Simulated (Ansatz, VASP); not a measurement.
# One calculation of SnO2, two programs

Contents of INCAR:

```
PREC = Accurate
ENCUT = 520
EDIFF = 1E-7
ISMEAR = 0
SIGMA = 0.05
LREAL = False
LASPH = True
NELM = 100
ALGO = Normal
ISIF = 2
LWAVE = False
LCHARG = False
GGA = PE
NBANDS = 35
```

File KPOINTS:

```
Automatic mesh
0
Gamma
  6 6 8
```

Contents of POSCAR:

```
SnO2
1.0
    5.2139213958      0.0000000000      0.0000000000
    0.0000000000      5.2139213958      0.0000000000
    0.0000000000      0.0000000000      3.3675105782
Sn O
2 4
Direct
    0.0000000000      0.0000000000      0.0000000000
    0.5000000000      0.5000000000      0.5000000000
    0.3066050863      0.3066050863      0.0000000000
    0.1933949137      0.8066050863      0.5000000000
    0.6933949137      0.6933949137      0.0000000000
    0.8066050863      0.1933949137      0.5000000000
```

Input for Ansatz:

```yaml
crystal:
  lattice:
    - [5.2139213958, 0.0, 0.0]
    - [0.0, 5.2139213958, 0.0]
    - [0.0, 0.0, 3.3675105782]
  atoms:
    - { symbol: Sn, position: [0.0, 0.0, 0.0] }
    - { symbol: Sn, position: [0.5, 0.5, 0.5] }
    - { symbol: O, position: [0.3066050863, 0.3066050863, 0.0] }
    - { symbol: O, position: [0.1933949137, 0.8066050863, 0.5] }
    - { symbol: O, position: [0.6933949137, 0.6933949137, 0.0] }
    - { symbol: O, position: [0.8066050863, 0.1933949137, 0.5] }
basis:
  ecutwfc: 420
kpoints:
  mp_grid: { grid: [6, 6, 8] }
hamiltonian:
  xc: pbe
scf:
  occupations: { method: gaussian, width: 0.05 }
output:
  forces: true
  stress: true
  eigenvalues: true
```

Change from the starting cell: strain +0.080 along x and y, +0.040 along z, atoms carried along.

Alike in both runs: task single point; functional PBE; k mesh 6 × 6 × 8; occupations gaussian, width 0.05 eV; no spin polarisation.

|  | VASP | Ansatz |
| --- | --- | --- |
| version | VASP 6.6.1 | Ansatz 0.2.0 |
| potentials or method | VASP PAW PBE potentials, release 64 (Sn_d, O), cutoff 520 eV | scalar-relativistic, plane waves, PAW |
| valence electrons in the cell | 52 | 52 |

```tsv
	VASP	Ansatz	Ansatz less VASP
gap on the k mesh at the Fermi level (eV)	0.08	0.08	0.000
least direct gap on the mesh (eV)	0.24	0.24	+0.007
pressure (GPa)	-20.4	-20.6	-0.23
traceless stress, the component that is largest in VASP (GPa)	-1.60	-1.77	-0.168
rms of the force components (eV/Å)	0.310	0.321	+0.0104
```

Atom by atom the forces differ by 0.010 eV/Å (rms over components).
